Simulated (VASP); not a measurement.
Write the native input for VASP 6.6.1 that does the following.

| Quantity | Value |
| --- | --- |
| Task | relaxation of the atoms |
| Functional | PBE |
| Potentials or basis | VASP PAW PBE potentials, release 64 (Zn, O) |
| Cutoff | 520 eV |
| k mesh | 8 × 8 × 5 |
| Occupations | gaussian, width 0.01 eV |
| Spin | no spin polarisation |
| Dipole correction | no |
| Further INCAR settings | ALGO = Normal; EDIFF = 1e-06; IBRION = 2; EDIFFG = -0.0005; NSW = 80 |

The structure of ZnO lies in POSCAR:

```
ZnO
1.0
    3.2423803862      0.0000000000      0.0000000000
   -1.6211901931      2.8079837832      0.0000000000
    0.0000000000      0.0000000000      5.2400634088
Zn O
2 2
Direct
    0.3333333333      0.6666666667      0.0004774101
    0.6666666667      0.3333333333      0.5004774101
    0.3333333333      0.6666666667      0.3816225899
    0.6666666667      0.3333333333      0.8816225899
```

One way to write it, as run:

INCAR

```
ALGO = Normal
EDIFF = 1E-6
EDIFFG = -5E-4
ENCUT = 520
GGA = PE
IBRION = 2
ISIF = 2
ISMEAR = 0
LASPH = T
LCHARG = F
LREAL = F
LWAVE = F
NELM = 100
NSW = 80
PREC = Accurate
SIGMA = 0.01
```

KPOINTS

```
k-points
0
Gamma
  8 8 5
```

Potentials or basis: VASP PAW PBE potentials, release 64 (Zn, O).

The run is started by

```sh
$ cat potpaw_PBE.64/Zn/POTCAR potpaw_PBE.64/O/POTCAR > POTCAR
$ mpirun -np 1 vasp_std > vasp.out
```

Results of the run:

```
Energy gained by relaxing : 0.3 meV/atom
Ionic steps               : 4
Pressure after relaxing   : 5.6 GPa
Band gap on the k mesh    : 0.77 eV, direct
```

Run time: 45 s on 1 thread of Intel Xeon 6455B, with other jobs on the host, peak memory 0.17 GiB.
